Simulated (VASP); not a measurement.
Here is a VASP 6.6.1 calculation.

Contents of INCAR:

```
PREC = Accurate ; ENCUT = 500
EDIFF = 1E-6 ; ISMEAR = 0
SIGMA = 0.1 ; LREAL = F
LASPH = T ; NELM = 200
ALGO = Normal ; ISIF = 2
LWAVE = F ; LCHARG = F
GGA = PE ; NBANDS = 31
GGA_COMPAT = F ; LMAXMIX = 6
```

KPOINTS

```
regular mesh
0
Gamma
  8 8 8
```

File POSCAR:

```
Ho4Pd
1.0
    5.4217249606      0.0000000000      0.0000000000
    0.0000000000      5.4217249606      0.0000000000
    0.0000000000      0.0000000000      5.4217249606
Ho Pd
4 1
Direct
    0.0000000000      0.5000000000      0.5000000000
    0.5000000000      0.5000000000      0.0000000000
    0.5000000000      0.0000000000      0.5000000000
    0.0000000000      0.0000000000      0.0000000000
    0.5000000000      0.5000000000      0.5000000000
```

Potentials or basis: VASP PAW PBE potentials, release 64 (Ho_3, Pd), 4f in core.

Launch:

```console
$ cat potpaw_PBE.64/Ho_3/POTCAR potpaw_PBE.64/Pd/POTCAR > POTCAR
$ mpirun -np 1 vasp_std > vasp.out
```

Problem. Predict the band gap on the k mesh.

Solution. Zero (bands 23 and 24 overlap by 0.54 eV).

Problem. Predict the pressure.

Solution. 0.2 GPa.

Caveat: spin-orbit coupling is left out, which moves the levels of the heavy elements; the 4f electrons are frozen in the core, so they carry no moment and show no levels. Spin polarisation is off, so any magnetic state and its effect on volume and gap are missing.
